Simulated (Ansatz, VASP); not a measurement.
# AlN: VASP beside Ansatz

```
CELL_PARAMETERS angstrom
3.13025 0.00000 0.00000
-1.56512 2.71087 0.00000
0.00000 0.00000 5.01799
ATOMIC_POSITIONS crystal
Al 0.33333 0.66667 0.99923
Al 0.66667 0.33333 0.49923
N 0.33333 0.66667 0.38077
N 0.66667 0.33333 0.88077
```

Alike in both runs: task relaxation of cell and atoms; functional PBE; k mesh 12 × 12 × 6; no spin polarisation.

```csv
,VASP,Ansatz
version,VASP 6.6.1,Ansatz 0.2.0
potentials or method,"VASP PAW PBE potentials, release 64 (Al, N), cutoff 600 eV","scalar-relativistic, plane waves, PAW"
occupations,"gaussian, width 0.01 eV",fixed
valence electrons in the cell,16,16
```

VASP gave:

```
gap on the k mesh at the Fermi level, each at its own relaxed structure (eV) : 4.06
relaxed volume (Å³/atom)                                                     : 10.62
relaxed cell length with the largest relative difference (Å)                 : 3.128
```

Task: What did Ansatz give for the same quantities?

Result: gap on the k mesh at the Fermi level, each at its own relaxed structure (eV): 4.03; relaxed volume (Å³/atom): 10.65; relaxed cell length with the largest relative difference (Å): 3.130.
